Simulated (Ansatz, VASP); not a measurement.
**Na2S in VASP and in Ansatz**

```
CELL_PARAMETERS angstrom
0.00000 3.26688 3.26688
3.26688 0.00000 3.26688
3.26688 3.26688 0.00000
ATOMIC_POSITIONS crystal
Na 0.25000 0.25000 0.25000
Na 0.75000 0.75000 0.75000
S 0.00000 0.00000 0.00000
```

Alike in both runs: task single point; functional PBEsol; k mesh 6 × 6 × 6; no spin polarisation.

|  | VASP | Ansatz |
| --- | --- | --- |
| version | VASP 6.6.1 | Ansatz 0.2.0 |
| potentials or method | VASP PAW PBE potentials, release 64 (Na_pv, S), cutoff 500 eV | all-electron LAPW, scalar-relativistic |
| occupations | gaussian, width 0.01 eV | fixed |

```csv
,VASP,Ansatz,Ansatz less VASP
gap on the k mesh at the Fermi level (eV),2.38,2.38,+0.004
pressure (GPa),-0.4,-0.4,-0.04
```

VASP's potentials were made for PBE, not for PBEsol. Ansatz ran all-electron here, and VASP with PAW potentials.
